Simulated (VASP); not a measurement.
Ni:

```
Ni
1.0
     0.00000    1.76194    1.76194
     1.76194    0.00000    1.76194
     1.76194    1.76194    0.00000
Ni
1
Direct
  0.00000 0.00000 0.00000
```

```yaml
Program: VASP 6.6.1
Task: relaxation of cell and atoms
Functional: LDA
Potentials_or_basis: VASP PAW LDA potentials, release 64 (Ni)
Cutoff: 600 eV
k_mesh: 12 × 12 × 12
Occupations: gaussian, width 0.1 eV
Spin: collinear spin, ferromagnetic start
Starting_moments: "[1.5] μB"
```

At the start: pressure -17.9 GPa; volume 10.94 Å³/atom.

**Question.** Where does the relaxation end?

**Answer.** Over 3 steps the energy falls by 57.1 meV/atom and the volume is 10.02 Å³/atom (-8.4 %); space group Fm-3m (No. 225, to 0.05 Å); moment 0.51 μB per cell.

The path:
```tsv
step	energy change (eV)	largest force (eV/Å)	pressure (GPa)	volume (Å³)
1	0.0000	0.0000	-17.90	10.94
2	0.0184	0.0000	29.73	9.12
3	-0.0571	0.0000	-0.38	10.02
```

Final structure:
```xyz
1
Lattice="0.0000 1.7114 1.7114 1.7114 0.0000 1.7114 1.7114 1.7114 0.0000" Properties=species:S:1:pos:R:3 pbc="T T T"
Ni    1.7114    1.7114    0.0000
```
